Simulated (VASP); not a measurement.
Wanted: the native input for a VASP 6.6.1 run.

| Item | Value |
| --- | --- |
| Task | single point |
| Functional | PBE |
| Potentials or basis | VASP PAW PBE potentials, release 64 (H, Si, Cl) |
| Cutoff | 400 eV |
| k mesh | 2 × 2 × 1 |
| Occupations | fermi-dirac, width 0.02 eV |
| Spin | no spin polarisation |
| Dipole correction | no |
| Further INCAR settings | ALGO = Normal; EDIFF = 1e-06; NBANDS = 57; NELMDL = -8 |

The structure of Si16H7Cl lies in POSCAR:

```
Si16H7Cl
1.0
    7.6791800000      0.0000000000      0.0000000000
    3.8395900000      6.6503650000      0.0000000000
    0.0000000000      0.0000000000     19.8687650000
H Si Cl
7 16 1
Direct
    0.1666667000      0.1666667000      0.0503303000
    0.6666667000      0.1666667000      0.0503303000
    0.1666667000      0.6666667000      0.0503303000
    0.6666667000      0.6666667000      0.0503303000
    0.4998215962     -0.0007866270      0.3978845747
   -0.0006191378      0.4996632742      0.3978563459
    0.5007568957      0.5000069956      0.3978040897
    0.1666667000      0.1666667000      0.1258256000
    0.6666667000      0.1666667000      0.1258256000
    0.1666667000      0.6666667000      0.1258256000
    0.6666667000      0.6666667000      0.1258256000
   -0.1666588013      0.3333371509      0.1642393173
    0.3333237626      0.3333355679      0.1645838147
   -0.1665890255      0.8333965120      0.1644879627
    0.3332794605      0.8333517969      0.1643276780
   -0.1676580498      0.3354737272      0.2828687935
    0.3334091743      0.3331662699      0.2832427658
   -0.1673352910      0.8326497633      0.2832816680
    0.3352587199      0.8323184790      0.2830114175
    0.0001948940      0.0006403500      0.3201019472
    0.4997167734      0.0004760587      0.3223453742
    0.0006733163      0.4996959747      0.3223230721
    0.4997717242      0.4995864065      0.3222711785
    0.0006992092      0.0033149646      0.4259523794
```

The input as run:

INCAR

```
SYSTEM = Si16H7Cl
PREC = Accurate ; ENCUT = 400
EDIFF = 1E-6 ; ISMEAR = -1
SIGMA = 0.02 ; LREAL = .False.
LASPH = .True. ; NELM = 120
ALGO = Normal ; ISIF = 2
LWAVE = .False. ; LCHARG = .True.
GGA = PE ; LELF = .True.
LVHAR = .True. ; NBANDS = 57
GGA_COMPAT = .False. ; NELMDL = -8
```

KPOINTS

```
Automatic mesh
0
Gamma
  2 2 1
  0 0 0
```

Potentials or basis: VASP PAW PBE potentials, release 64 (H, Si, Cl).

Run with:

```console
$ cat potpaw_PBE.64/H/POTCAR potpaw_PBE.64/Si/POTCAR potpaw_PBE.64/Cl/POTCAR > POTCAR
$ mpirun -np 1 vasp_std > vasp.out
```

It gave:

```json
{
 "Largest force": "0.070 eV/Å",
 "Band gap on the k mesh": "1.36 eV"
}
```

Caveat: the k points lie up to 0.47 Å⁻¹ apart.

Wall time 15 min on 1 thread of Intel Xeon 8259CL (shared host), peak memory 0.78 GiB.
